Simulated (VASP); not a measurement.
# MnO in VASP: further runs, part 2 of 2

VASP 6.6.1.

### Step 3. Electric field gradients, LDA, collinear spin, ferromagnetic start (equal xx and yy strain of -3 %)

Contents of INCAR:

```
SYSTEM = MnO
  PREC = Accurate
  ENCUT = 520
  EDIFF = 1E-8
  ISMEAR = -1
  SIGMA = 0.05
  LREAL = .FALSE.
  LASPH = .TRUE.
  NELM = 150
  ALGO = Normal
  ISIF = 2
  LWAVE = .FALSE.
  LCHARG = .FALSE.
  ISPIN = 2
  MAGMOM = 4 0
  LORBIT = 11
  LMAXMIX = 4
  GGA = CA
  LEFG = .TRUE.
  NBANDS = 20
```

Contents of KPOINTS:

```
regular mesh
0
G
  16 16 16
  0 0 0
```

Contents of POSCAR:

```
MnO
1.0
    0.0000000000      2.1553400000      2.2220000000
    2.1553400000      0.0000000000      2.2220000000
    2.1553400000      2.1553400000      0.0000000000
Mn O
1 1
Direct
    0.0000000000      0.0000000000      0.0000000000
    0.5000000000      0.5000000000      0.5000000000
```

Potentials or basis: VASP PAW LDA potentials, release 64 (Mn_pv, O).

On the command line:

```bash
$ cat potpaw_LDA.64/Mn_pv/POTCAR potpaw_LDA.64/O/POTCAR > POTCAR
$ mpirun -np 1 vasp_std > vasp.out
```

OUTCAR:

```text
SYSTEM = MnO
   PREC = Accurate
   ENCUT = 520
   EDIFF = 1E-8
   ISMEAR = -1
   LREAL = .FALSE.
   LASPH = .TRUE.
   NELM = 150
   ISIF = 2
   ISPIN = 2
   LORBIT = 11
   GGA = CA

 ion  position               nearest neighbor table
   1  0.000  0.000  0.000-   2 2.16   2 2.16   2 2.16   2 2.16   2 2.22   2 2.22
   2  0.500  0.500  0.500-   1 2.16   1 2.16   1 2.16   1 2.16   1 2.22   1 2.22

  LATTYP: Found a body centered tetragonal cell.
 ALAT       =     3.0481110595
 C/A-ratio  =     1.4579521262

  Lattice vectors:

 A1 = (  -2.1553400000,   0.0000000000,   2.2220000000)
 A2 = (   2.1553400000,   0.0000000000,   2.2220000000)
[... 1347 lines left out ...]

 Electric field gradients after diagonalization (V/A^2)
 (convention: |V_zz| > |V_xx| > |V_yy|)
----------------------------------------------------------------------
 ion       V_xx      V_yy      V_zz     asymmetry (V_yy - V_xx)/ V_zz
----------------------------------------------------------------------
   1      -4.151    -4.144     8.295       0.001
   2       2.058     2.053    -4.111       0.001
----------------------------------------------------------------------

           NMR quadrupolar parameters

 Cq : quadrupolar parameter    Cq=e*Q*V_zz/h
 eta: asymmetry parameters     (V_yy - V_xx)/ V_zz
 Q  : nuclear electric quadrupole moment in mb (millibarn)
----------------------------------------------------------------------
 ion       Cq(MHz)       eta       Q (mb)
----------------------------------------------------------------------
   1       0.020       0.001       1.000
   2      -0.010       0.001       1.000
----------------------------------------------------------------------

 total charge

# of ion       s       p       d       tot
------------------------------------------
    1        0.216   6.197   5.039  11.453
    2        1.550   3.399   0.000   4.949
--------------------------------------------------
tot          1.767   9.596   5.039  16.402

 magnetization (x)

# of ion       s       p       d       tot
------------------------------------------
    1        0.028   0.020   3.901   3.949
    2        0.030   0.141   0.000   0.171
--------------------------------------------------
tot          0.058   0.161   3.901   4.120
```

stdout:

```text
POSCAR found type information on POSCAR MnO
 POSCAR found :  2 types and       2 ions
 scaLAPACK will be used
 LDA part: xc-table for (Slater(with rela. corr.)+CA(PZ))
 , standard interpolation
 POSCAR, INCAR and KPOINTS ok, starting setup
 FFT: planning ... GRIDC
 FFT: planning ... GRID_SOFT
 FFT: planning ... GRID
 WAVECAR not read
 entering main loop
ion   1

ion   2
```

Run time: 5.3 min. Hardware: 1 thread of AMD EPYC 7R43 (Zen 3), shared host; peak memory 0.27 GiB.

Results:

```yaml
Free_energy: -17.7147 eV
Pressure: -12.2 GPa
Net_moment: 4.32 μB per cell
Site_moments: Mn +3.95; O +0.17 μB
Valence_electrons_inside_the_program's_atomic_spheres: Mn 11.45; O 4.95
```

Stress tensor (GPa, compression positive):
```
-12.35   0.00   0.00
  0.00 -12.35   0.00
  0.00   0.00 -11.99
```

Levels at points of the mesh, in eV from the Fermi level:
Spin up:
| k point | band 9 | band 10 | band 11 | band 12 | band 13 | band 14 | band 15 | band 16 |
| --- | --- | --- | --- | --- | --- | --- | --- | --- |
| (0.00, 0.00, 0.00) | -2.99 | -2.99 | -2.57 | -2.45 | -0.05 | 14.21 | 16.83 | 16.83 |
| (0.50, 0.00, 0.00) | -1.98 | -1.59 | 0.38 | 0.66 | 3.66 | 8.27 | 11.94 | 12.60 |
| (0.50, 0.50, 0.00) | -2.02 | -1.69 | -1.69 | -1.56 | 5.52 | 7.89 | 11.10 | 14.48 |
| (0.50, 0.00, 0.50) | -2.01 | -1.72 | -1.64 | -1.50 | 5.54 | 8.23 | 10.72 | 13.92 |
Spin down:
| k point | band 5 | band 6 | band 7 | band 8 | band 9 | band 10 |
| --- | --- | --- | --- | --- | --- | --- |
| (0.00, 0.00, 0.00) | -3.77 | -3.77 | -3.68 | -0.01 | 0.19 | 0.19 |
| (0.50, 0.00, 0.00) | -8.06 | -5.48 | -5.41 | 1.45 | 1.48 | 1.51 |
| (0.50, 0.50, 0.00) | -7.01 | -4.72 | -4.72 | -1.55 | 1.42 | 1.83 |
| (0.50, 0.00, 0.50) | -6.95 | -4.89 | -4.70 | -1.55 | 1.48 | 1.85 |

Electric field gradients, principal values (V/Å²):
```tsv
atom	least	middle	greatest (by size)
1 Mn	-4.144	-4.151	8.295
2 O	2.053	2.058	-4.111
```

Caveat: the cell differs from its parent crystal (equal xx and yy strain of -3 %); without QUAD_EFG the Cq values of the log hold for a quadrupole moment of 1 mb, not for the nuclei; a cell with one magnetic atom can't hold antiferromagnetic order, which such compounds often take; semilocal functionals often make such compounds metallic where correlation or magnetic order opens a gap, which also shifts bond lengths.

### Step 4. Electric field gradients, LDA, collinear spin, ferromagnetic start

Contents of INCAR:

```
SYSTEM = MnO
  PREC = Accurate
  ENCUT = 520
  EDIFF = 1E-8
  ISMEAR = -1
  SIGMA = 0.05
  LREAL = .False.
  LASPH = .True.
  NELM = 150
  ALGO = Normal
  ISIF = 2
  LWAVE = .False.
  LCHARG = .False.
  ISPIN = 2
  MAGMOM = 4 0
  LORBIT = 11
  LMAXMIX = 4
  LEFG = .True.
  NBANDS = 20
```

Contents of KPOINTS:

```
regular mesh
0
Gamma
  16 16 16
  0 0 0
```

Contents of POSCAR:

```
MnO
1.0
    0.0000000000      2.2220000000      2.2220000000
    2.2220000000      0.0000000000      2.2220000000
    2.2220000000      2.2220000000      0.0000000000
Mn O
1 1
Direct
    0.0000000000      0.0000000000      0.0000000000
    0.5000000000      0.5000000000      0.5000000000
```

Potentials or basis: VASP PAW LDA potentials, release 64 (Mn_pv, O).

On the command line:

```bash
$ cat potpaw_LDA.64/Mn_pv/POTCAR potpaw_LDA.64/O/POTCAR > POTCAR
$ mpirun -np 1 vasp_std > vasp.out
```

OUTCAR:

```text
SYSTEM = MnO
   PREC = Accurate
   ENCUT = 520
   EDIFF = 1E-8
   ISMEAR = -1
   LREAL = .False.
   LASPH = .True.
   NELM = 150
   ISIF = 2
   ISPIN = 2
   LORBIT = 11

 ion  position               nearest neighbor table
   1  0.000  0.000  0.000-   2 2.22   2 2.22   2 2.22   2 2.22   2 2.22   2 2.22
   2  0.500  0.500  0.500-   1 2.22   1 2.22   1 2.22   1 2.22   1 2.22   1 2.22

  LATTYP: Found a face centered cubic cell.
 ALAT       =     4.4440000000

  Lattice vectors:

 A1 = (   0.0000000000,   2.2220000000,   2.2220000000)
 A2 = (   2.2220000000,   0.0000000000,   2.2220000000)
 A3 = (   2.2220000000,   2.2220000000,   0.0000000000)

Analysis of symmetry for initial positions (statically):
[... 1346 lines left out ...]
 (convention: |V_zz| > |V_xx| > |V_yy|)
----------------------------------------------------------------------
 ion       V_xx      V_yy      V_zz     asymmetry (V_yy - V_xx)/ V_zz
----------------------------------------------------------------------
   1      -0.004    -0.004     0.007       0.000
   2      -0.000    -0.000     0.000       0.000
----------------------------------------------------------------------

           NMR quadrupolar parameters

 Cq : quadrupolar parameter    Cq=e*Q*V_zz/h
 eta: asymmetry parameters     (V_yy - V_xx)/ V_zz
 Q  : nuclear electric quadrupole moment in mb (millibarn)
----------------------------------------------------------------------
 ion       Cq(MHz)       eta       Q (mb)
----------------------------------------------------------------------
   1       0.000       0.000       1.000
   2       0.000       0.000       1.000
----------------------------------------------------------------------

 total charge

# of ion       s       p       d       tot
------------------------------------------
    1        0.207   6.177   4.996  11.379
    2        1.550   3.376   0.000   4.926
--------------------------------------------------
tot          1.757   9.553   4.996  16.305

 magnetization (x)

# of ion       s       p       d       tot
------------------------------------------
    1        0.029   0.020   4.075   4.124
    2        0.029   0.156   0.000   0.185
--------------------------------------------------
tot          0.058   0.176   4.075   4.309
```

Wall time 4.2 min (1 thread of AMD EPYC 7R43 (Zen 3), shared host); peak memory 0.17 GiB.

What came out:

```yaml
Free_energy: -17.5948 eV
Pressure: -17.1 GPa
Net_moment: 4.54 μB per cell
Site_moments: Mn +4.12; O +0.18 μB
Valence_electrons_inside_the_program's_atomic_spheres: Mn 11.38; O 4.93
```

Levels at points of the mesh, in eV from the Fermi level:
Spin up:
```tsv
k point	band 10	band 11	band 12	band 13	band 14	band 15
(0.00, 0.00, 0.00)	-2.98	-2.48	-2.48	-0.36	14.02	16.32
(0.50, 0.00, 0.00)	-1.66	0.35	0.35	3.54	7.75	11.83
(0.50, 0.50, 0.00)	-1.77	-1.77	-1.67	5.07	7.80	10.49
```
Spin down:
| k point | band 5 | band 6 | band 7 | band 8 | band 9 | band 10 |
| --- | --- | --- | --- | --- | --- | --- |
| (0.00, 0.00, 0.00) | -3.40 | -3.40 | -3.40 | 0.35 | 0.35 | 0.35 |
| (0.50, 0.00, 0.00) | -7.49 | -4.95 | -4.95 | 1.57 | 1.58 | 1.58 |
| (0.50, 0.50, 0.00) | -6.47 | -4.38 | -4.38 | -1.19 | 1.59 | 1.83 |

Caveat: without QUAD_EFG the Cq values of the log hold for a quadrupole moment of 1 mb, not for the nuclei; a cell with one magnetic atom can't hold antiferromagnetic order, which such compounds often take; semilocal functionals often make such compounds metallic where correlation or magnetic order opens a gap, which also shifts bond lengths. With open d or f shells a metallic result of LDA can be an artefact of self-interaction; +U or a hybrid may open a gap.

### Step 5. Overview

| cell | gap on the mesh (eV) | pressure (GPa) | moment (μB) |
| --- | --- | --- | --- |
| a = 3.111 Å, angles 61.3°, 2 atoms | none | -17.2 | 4.54 |
| a = 3.096, b = 3.096, c = 3.048 Å, angles 60.5, 60.5, 59.0°, 2 atoms | none | -12.2 | 4.32 |
| a = 3.142 Å, angles 60.0°, 2 atoms | none | -17.1 | 4.54 |

Alike in all rows: task electric field gradients; level LDA; potentials or basis VASP PAW LDA potentials, release 64 (Mn_pv, O); spin collinear, ferromagnetic start; k mesh 16 × 16 × 16; cutoff (eV) 520; smearing fermi-dirac 0.05 eV.

Caveats: a cell with one magnetic atom can't hold antiferromagnetic order, which such compounds often take; semilocal functionals often make such compounds metallic where correlation or magnetic order opens a gap, which also shifts bond lengths.

Absolute energies hang on the potentials; compare differences alone.
